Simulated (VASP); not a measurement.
**Mn: single point with PBE**

Mn:

```
Mn
1.0
     0.00000    1.75132    1.75132
     1.75132    0.00000    1.75132
     1.75132    1.75132    0.00000
Mn
1
Direct
  0.00000 0.00000 0.00000
```

This isn't the form of Mn at room conditions, which is a 58-atom cubic cell.

```yaml
Program: VASP 6.6.1
Task: single point
Functional: PBE
Potentials_or_basis: VASP PAW PBE potentials, release 64 (Mn_pv)
Cutoff: 500 eV
k_mesh: 26 × 26 × 26
Occupations: gaussian, width 0.1 eV
Spin: no spin polarisation
```

```yaml
Pressure: -0.3 GPa
Band_gap_on_the_k_mesh: zero (an odd number of electrons rules out a gap without spin polarisation)
```

Levels at points of the mesh, in eV from the Fermi level:
```
           k point  band 5  band 6  band 7  band 8  band 9  band 10
(0.00, 0.00, 0.00)   -1.15   -1.15   -1.15    0.53    0.53    21.40
(0.50, 0.00, 0.00)   -1.27   -1.27    0.49    1.70    1.70     9.04
(0.50, 0.50, 0.00)   -3.92    1.67    2.01    2.01    3.53    12.27
```

Wall time 19 s on 1 thread of Intel(R) Xeon(R) 6975P-C (Granite Rapids), with other jobs on the host, peak memory 0.17 GiB.

Caveat: the run has no spin polarisation, though such a crystal can be magnetic. Spin polarisation is off, so any magnetic state and its effect on volume and gap are missing.
